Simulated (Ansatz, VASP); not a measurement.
## GaN in VASP and in Ansatz

Contents of INCAR:

```
SYSTEM = GaN
  ALGO = Normal
  EDIFF = 1E-6
  ENCUT = 520
  GGA = PE
  ISIF = 2
  ISMEAR = 0
  LASPH = .True.
  LCHARG = .True.
  LELF = .True.
  LREAL = .False.
  LVHAR = .True.
  LWAVE = .False.
  NBANDS = 16
  NELM = 80
  PREC = Accurate
  SIGMA = 0.05
```

The input KPOINTS:

```
k-points
0
Gamma
  10 10 10
  0 0 0
```

POSCAR

```
GaN
1.0
    0.0000000000      2.2535006075      2.2535006075
    2.2535006075      0.0000000000      2.2535006075
    2.2535006075      2.2535006075      0.0000000000
Ga N
1 1
Direct
    0.0000000000      0.0000000000      0.0000000000
    0.7500000000      0.7500000000      0.7735336118
```

Input for Ansatz:

```yaml
crystal:
  lattice:
    - [0.0, 2.2535006075, 2.2535006075]
    - [2.2535006075, 0.0, 2.2535006075]
    - [2.2535006075, 2.2535006075, 0.0]
  atoms:
    - { symbol: Ga, position: [0.0, 0.0, 0.0] }
    - { symbol: "N", position: [0.75, 0.75, 0.7735336118] }
basis:
  ecutwfc: 420
kpoints:
  mp_grid: { grid: [10, 10, 10] }
hamiltonian:
  xc: pbe
scf:
  occupations: { method: gaussian, width: 0.05 }
output:
  forces: true
  stress: true
  eigenvalues: true
```

Change from the starting cell: all N atoms moved +0.075 Å, as atom 2 along Cartesian [1 1 0].

Alike in both runs: task single point; functional PBE; k mesh 10 × 10 × 10; occupations gaussian, width 0.05 eV; no spin polarisation.

```csv
,VASP,Ansatz
version,VASP 6.6.1,Ansatz 0.2.0
potentials or method,"VASP PAW PBE potentials, release 64 (Ga_d, N), cutoff 520 eV","scalar-relativistic, plane waves, PAW"
valence electrons in the cell,18,18
```

Ansatz gave:

- gap on the k mesh at the Fermi level (eV): 1.59
- least direct gap on the mesh (eV): 1.59
- pressure (GPa): 5.6
- traceless stress, the component that is largest in VASP (GPa): 3.27
- rms of the force components (eV/Å): 0.551

Task: What did VASP give for the same quantities?

Result: gap on the k mesh at the Fermi level (eV): 1.59; least direct gap on the mesh (eV): 1.59; pressure (GPa): 5.6; traceless stress, the component that is largest in VASP (GPa): 3.19; rms of the force components (eV/Å): 0.542.

Atom by atom the forces differ by 0.008 eV/Å (rms over components).
